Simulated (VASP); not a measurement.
# InSb (k06) (F-43m) in VASP: single point with PBEsol

Aim: the single point of InSb (k06) with PBEsol.

Everything below comes from runs of VASP 6.6.1. Logs are shortened: lines on timing, memory, paths and dates and some standing lists are left out, and cuts for length are marked.

### Step 1. The cell of the first run

Symmetry: F-43m, No. 216, cubic system. Conventional cell: a = 6.520 Å, b = 6.520 Å, c = 6.520 Å, α = 90.00°, β = 90.00°, γ = 90.00°. In (site symmetry -43m) has 4 Sb at 2.82 Å within 3.7 Å. Sb (site symmetry -43m) has 4 In at 2.82 Å within 3.7 Å.

### Step 2. Single point, PBEsol

File INCAR:

```
SYSTEM = InSb
ALGO = Normal ; EDIFF = 1E-6
ENCUT = 520 ; GGA = PS
ISIF = 2 ; ISMEAR = 0
LASPH = .True. ; LCHARG = .False.
LREAL = .False. ; LWAVE = .False.
NBANDS = 16 ; NELM = 60
PREC = Accurate ; SIGMA = 0.1
```

File KPOINTS:

```
k-points
0
Gamma
  18 18 18
  0 0 0
```

File POSCAR:

```
InSb
1.0
    0.0000000000      3.2598198018      3.2598198018
    3.2598198018      0.0000000000      3.2598198018
    3.2598198018      3.2598198018      0.0000000000
In Sb
1 1
Direct
    0.0000000000      0.0000000000      0.0000000000
    0.7500000000      0.7500000000      0.7500000000
```

Potentials or basis: VASP PAW PBE potentials, release 64 (In_d, Sb).

Command:

```console
> cat potpaw_PBE.64/In_d/POTCAR potpaw_PBE.64/Sb/POTCAR > POTCAR
> mpirun -np 1 vasp_std > vasp.out
```

OUTCAR:

```text
SYSTEM = InSb
   EDIFF = 1E-6
   ENCUT = 520
   GGA = PS
   ISIF = 2
   ISMEAR = 0
   LASPH = .True.
   LREAL = .False.
   NELM = 60
   PREC = Accurate

 ion  position               nearest neighbor table
   1  0.000  0.000  0.000-   2 2.82   2 2.82   2 2.82   2 2.82
   2  0.750  0.750  0.750-   1 2.82   1 2.82   1 2.82   1 2.82

  LATTYP: Found a face centered cubic cell.
 ALAT       =     6.5196396036

  Lattice vectors:

 A1 = (   0.0000000000,   3.2598198018,   3.2598198018)
 A2 = (   3.2598198018,   0.0000000000,   3.2598198018)
 A3 = (   3.2598198018,   3.2598198018,   0.0000000000)

Analysis of symmetry for initial positions (statically):
=====================================================================
 Subroutine PRICEL returns:
 Original cell was already a primitive cell.

 Routine SETGRP: Setting up the symmetry group for a
 face centered cubic supercell.

 Subroutine GETGRP returns: Found 24 space group operations
 (whereof 24 operations were pure point group operations)
 out of a pool of 48 trial point group operations.

The static configuration has the point symmetry T_d .

Analysis of symmetry for dynamics (positions and initial velocities):
=====================================================================
 Subroutine PRICEL returns:
 Original cell was already a primitive cell.

 Routine SETGRP: Setting up the symmetry group for a
 face centered cubic supercell.

 Subroutine GETGRP returns: Found 24 space group operations
 (whereof 24 operations were pure point group operations)
 out of a pool of 48 trial point group operations.

The dynamic configuration has the point symmetry T_d .

 Subroutine INISYM returns: Found 24 space group operations
 (whereof 24 operations are pure point group operations),
 and found     1 'primitive' translations

----------------------------------------------------------------------------------------

                                     Primitive cell

  volume of cell :      69.2805

  direct lattice vectors                    reciprocal lattice vectors
     0.000000000  3.259819802  3.259819802    -0.153382711  0.153382711  0.153382711
     3.259819802  0.000000000  3.259819802     0.153382711 -0.153382711  0.153382711
     3.259819802  3.259819802  0.000000000     0.153382711  0.153382711 -0.153382711

  length of vectors
     4.610081375  4.610081375  4.610081375     0.265666649  0.265666649  0.265666649

  position of ions in fractional coordinates (direct lattice)
     0.000000000  0.000000000  0.000000000
     0.750000000  0.750000000  0.750000000

  ion indices of the primitive-cell ions
   primitive index   ion index
                 1           1
                 2           2

----------------------------------------------------------------------------------------

 KPOINTS: k-points

Automatic generation of k-mesh.
 Grid dimensions read from file:
 generate k-points for:   18   18   18

 Generating k-lattice:

  Cartesian coordinates                     Fractional coordinates (reciprocal lattice)
    -0.008521262  0.008521262  0.008521262     0.055555556  0.000000000  0.000000000
     0.008521262 -0.008521262  0.008521262     0.000000000  0.055555556  0.000000000
     0.008521262  0.008521262 -0.008521262     0.000000000  0.000000000  0.055555556

  Length of vectors
     0.014759258  0.014759258  0.014759258

  Shift w.r.t. Gamma in fractional coordinates (k-lattice)
     0.000000000  0.000000000  0.000000000

 Subroutine IBZKPT returns following result:
 ===========================================

 Found    195 irreducible k-points:

 Following reciprocal coordinates:
            Coordinates               Weight
  0.000000  0.000000  0.000000      1.000000
  0.055556  0.000000  0.000000      8.000000
  0.111111  0.000000  0.000000      8.000000
  0.166667  0.000000  0.000000      8.000000
  0.222222  0.000000  0.000000      8.000000
  0.277778  0.000000  0.000000      8.000000
[... 16 lines left out ...]
 -0.277778  0.055556  0.000000     24.000000
 -0.222222  0.055556  0.000000     24.000000
 [... further k-points ...]
   k-points           NKPTS =    195   k-points in BZ     NKDIM =    195   number of bands    NBANDS=     16
   number of dos      NEDOS =    301   number of ions     NIONS =      2
   total plane-waves  NPLWV =  46656
   dimension x,y,z NGX =    36 NGY =   36 NGZ =   36
   dimension x,y,z NGXF=    72 NGYF=   72 NGZF=   72
   ions per type =               1   1
   NGX,Y,Z   is equivalent  to a cutoff of  12.98, 12.98, 12.98 a.u.
   NGXF,Y,Z  is equivalent  to a cutoff of  25.96, 25.96, 25.96 a.u.
 SYSTEM =  InSb
   PREC   = accura    normal or accurate (medium, high low for compatibility)
   ISTART =      0    job   : 0-new  1-cont  2-samecut
   ICHARG =      2    charge: 1-file 2-atom 10-const
   ISPIN  =      1    spin polarized calculation?
   LNONCOLLINEAR =      F non collinear calculations
   LSORBIT =      F    spin-orbit coupling
   LASPH  =      T    aspherical Exc in radial PAW
   ENCUT  =  520.0 eV  38.22 Ry    6.18 a.u.   8.57  8.57  8.57*2*pi/ulx,y,z
   NELM   =     60;   NELMIN=  2; NELMDL= -5     # of ELM steps
   EDIFF  = 0.1E-05   stopping-criterion for ELM
   LREAL  =      F    real-space projection
   EDIFFG = 0.1E-04   stopping-criterion for IOM
   NSW    =      0    number of steps for IOM
   IBRION =     -1    ionic relax: 0-MD 1-quasi-New 2-CG
   NFREE  =      0    steps in history (QN), initial steepest desc. (CG)
   ISIF   =      2    stress and relaxation
   ISYM   =      2    0-nonsym 1-usesym 2-fastsym
   POTIM  = 0.5000    time-step for ionic-motion
   TEBEG  =    0.0;   TEEND  =   0.0 temperature during run
   PSTRESS=    0.0 pullay stress
   NELECT =      18.0000    total number of electrons
   NUPDOWN=      -1.0000    fix difference up-down
   EMIN   =  10.00;   EMAX   =-10.00  energy-range for DOS
   EFERMI =   0.00;   METHOD = LEGACY
   ISMEAR =     0;   SIGMA  =   0.10  broadening in eV -4-tet -1-fermi 0-gaus
   EFERMI_NEDOS =   21; number of points for ismear=-14 and -15
   IALGO  =     38    algorithm
   IMIX   =      4    mixing-type and parameters
     AMIX     =   0.40;   BMIX     =  1.00
     AMIX_MAG =   1.60;   BMIX_MAG =  1.00
  volume/ion in A,a.u.               =      34.64       233.76
  Fermi-wavevector in a.u.,A,eV,Ry     =   1.044629  1.974063 14.847354  1.091250
  Thomas-Fermi vector in A             =   2.179390
   LORBIT       =      0    0 simple, 1 ext, 2 COOP (PROOUT), +10 PAW based schemes
   GGA     = PS    functional components
   LHFCALC =     F    Hartree Fock is set to
   AEXX    =    0.0000 exact exchange contribution
   IVDW    =     0    specifies the selected vdW correction
   LEPSILON=     F    determine dielectric tensor
   LRPA    =     F    only Hartree local field effects (RPA)
 non-spin polarized calculation
 Gauss-broadening in eV      SIGMA  =   0.10
  energy-cutoff  :      520.00
  volume of cell :       69.28
 maximum number of plane-waves:      1892
   NGX = 17   NGY = 17   NGZ = 17

 number of electron      17.9999994 magnetization

 Free energy of the ion-electron system (eV)
  ---------------------------------------------------
  ext. energy  EPLUGINS =         0.00000000
  ---------------------------------------------------
  free energy    TOTEN  =        -7.70122189 eV

  energy without entropy =       -7.70116813  energy(sigma->0) =       -7.70119501

 E-fermi :   4.8584     XC(G=0):  -8.7897

 val. band max:        4.7651896037   @ k =   0.0000   0.0000   0.0000
 cond. band min:       5.2032745266   @ k =   0.0556   0.0000   0.0000
 fundamental gap:      0.4380849229
 Fermi energy:         4.8584443642

 k-point     1 :       0.0000    0.0000    0.0000
  band No.  band energies     occupation
      1      -9.7351      2.00000
      2      -9.7351      2.00000
      3      -9.7351      2.00000
      4      -9.6537      2.00000
      5      -9.6537      2.00000
      6      -5.8659      2.00000
[... 8 lines left out ...]
     15      13.0122      0.00000
     16      13.0122      0.00000

 k-point     2 :       0.0556    0.0000    0.0000
  band No.  band energies     occupation
      1      -9.7365      2.00000
      2      -9.7345      2.00000
      3      -9.7345      2.00000
      4      -9.6537      2.00000
      5      -9.6537      2.00000
      6      -5.8383      2.00000
[... 8 lines left out ...]
     15      12.6734      0.00000
     16      12.6734      0.00000

 k-point     3 :       0.1111    0.0000    0.0000
  band No.  band energies     occupation
      1      -9.7406      2.00000
      2      -9.7327      2.00000
      3      -9.7327      2.00000
      4      -9.6539      2.00000
      5      -9.6539      2.00000
      6      -5.7563      2.00000
[... 8 lines left out ...]
     15      12.2856      0.00000
     16      12.2856      0.00000

 k-point     4 :       0.1667    0.0000    0.0000
  band No.  band energies     occupation
      1      -9.7467      2.00000
      2      -9.7300      2.00000
      3      -9.7300      2.00000
      4      -9.6540      2.00000
      5      -9.6540      2.00000
      6      -5.6229      2.00000
[... 8 lines left out ...]
     15      12.0313      0.00000
     16      12.0313      0.00000
[... 324 lines left out ...]
 k-point    22 :      -0.3333    0.0556    0.0000
  band No.  band energies     occupation
      1      -9.7725      2.00000
      2      -9.7201      2.00000
      3      -9.7190      2.00000
      4      -9.6540      2.00000
      5      -9.6524      2.00000
      6      -4.8971      2.00000
[... 8 lines left out ...]
     15      12.2218      0.00000
     16      13.1563      0.00000

 k-point    23 :      -0.2778    0.0556    0.0000
  band No.  band energies     occupation
      1      -9.7658      2.00000
      2      -9.7228      2.00000
      3      -9.7213      2.00000
      4      -9.6547      2.00000
      5      -9.6527      2.00000
      6      -5.1300      2.00000
[... 8 lines left out ...]
     15      11.8344      0.00000
     16      12.7163      0.00000

 k-point    24 :      -0.2222    0.0556    0.0000
  band No.  band energies     occupation
      1      -9.7582      2.00000
      2      -9.7260      2.00000
      3      -9.7241      2.00000
      4      -9.6549      2.00000
      5      -9.6530      2.00000
      6      -5.3526      2.00000
[... 8 lines left out ...]
     15      11.6448      0.00000
     16      12.4424      0.00000

 [... further k-points ...]
[... 5 lines left out ...]
  --------------------------------------------------------------------------------------
  -------------------------------------------------------------------------------------
  Total       -0.0000073     -0.0000073     -0.0000073      0.0000000      0.0000000     -0.0000000
  in kB       -0.0001684     -0.0001684     -0.0001684      0.0000000      0.0000000     -0.0000000
  external PRESSURE =      -0.0001684 kB  Pullay stress =       0.0000000 kB

 VOLUME and BASIS-vectors are now :
 -----------------------------------------------------------------------------
  energy-cutoff  :      520.00
  volume of cell :       69.28
      direct lattice vectors                 reciprocal lattice vectors
     0.000000000  3.259819802  3.259819802    -0.153382711  0.153382711  0.153382711
     3.259819802  0.000000000  3.259819802     0.153382711 -0.153382711  0.153382711
     3.259819802  3.259819802  0.000000000     0.153382711  0.153382711 -0.153382711

 POSITION                                       TOTAL-FORCE (eV/Angst)
 -----------------------------------------------------------------------------------
      0.00000      0.00000      0.00000         0.000000     -0.000000      0.000000
      4.88973      4.88973      4.88973        -0.000000      0.000000     -0.000000
 -----------------------------------------------------------------------------------
    total drift:                                0.000000      0.000000      0.000000

  FREE ENERGIE OF THE ION-ELECTRON SYSTEM (eV)
  ---------------------------------------------------
  free  energy   TOTEN  =        -7.7012218875 eV

  energy  without entropy=       -7.7011681293  energy(sigma->0) =       -7.70119501
```

Run time: 2.3 min. Hardware: 1 thread of Intel Xeon Platinum 8259CL at 2.50GHz (Skylake/Cascade Lake), shared host; peak memory 0.37 GiB.

Results:

- Free energy: -7.7012 eV
- Pressure: 0.0 GPa
- Band gap on the k mesh: zero (filled and empty bands touch)

Levels at points of the mesh, in eV from the Fermi level:
```csv
k point,band 6,band 7,band 8,band 9,band 10,band 11,band 12,band 13
"(0.00, 0.00, 0.00)",-10.72,-0.46,-0.09,-0.09,-0.09,2.84,2.84,2.84
"(0.50, 0.00, 0.00)",-9.40,-5.66,-1.08,-1.08,0.35,3.68,3.68,5.87
"(0.50, 0.50, 0.00)",-8.81,-5.96,-2.31,-2.31,1.18,1.20,7.92,7.92
```

Caveat: the PAW data sets were made with another functional, which shifts forces and pressure a little; spin-orbit coupling is left out, which moves the levels of the heavy elements.
